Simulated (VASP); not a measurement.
Here is a VASP 6.6.1 calculation.

POSCAR

```
BeS
1.0
    0.0000000000      2.5560215396      2.5560215396
    2.5560215396      0.0000000000      2.5560215396
    2.5560215396      2.5560215396      0.0000000000
Be S
1 1
Direct
    0.0000000000      0.0000000000      0.0000000000
    0.2500000000      0.2500000000      0.2500000000
```

INCAR.step1

```
ALGO = Normal
EDIFF = 1E-4
ENCUT = 520
GGA = PE
ISMEAR = 0
LASPH = True
LCHARG = False
LREAL = False
LWAVE = True
NBANDS = 11
NELM = 60
PREC = Accurate
SIGMA = 0.01
```

File INCAR.step2:

```
ALGO = Normal
EDIFF = 1E-7
ENCUT = 520
ISIF = 2
ISMEAR = 0
ISTART = 1
LASPH = True
LCHARG = False
LMIXTAU = True
LREAL = False
LWAVE = False
METAGGA = R2SCAN
NBANDS = 11
NELM = 60
PREC = Accurate
SIGMA = 0.01
```

The input KPOINTS:

```
k-points
0
Gamma
  10 10 10
```

Potentials or basis: VASP PAW PBE potentials, release 64 (Be, S).

Run with:

```sh
$ cat potpaw_PBE.64/Be/POTCAR potpaw_PBE.64/S/POTCAR > POTCAR
$ cp INCAR.step1 INCAR
$ mpirun -np 1 vasp_std > vasp.out
$ cp INCAR.step2 INCAR
$ mpirun -np 1 vasp_std > vasp.out
```

Predict the band gap on the k mesh.

3.87 eV, indirect (least direct gap 5.34 eV).

What does it give for the pressure?

-10.7 GPa.

Caveat: the cell differs from its parent crystal (strain +5.0%); the PAW data sets were made with another functional, which shifts forces and pressure a little. A k mesh can miss the band edges.
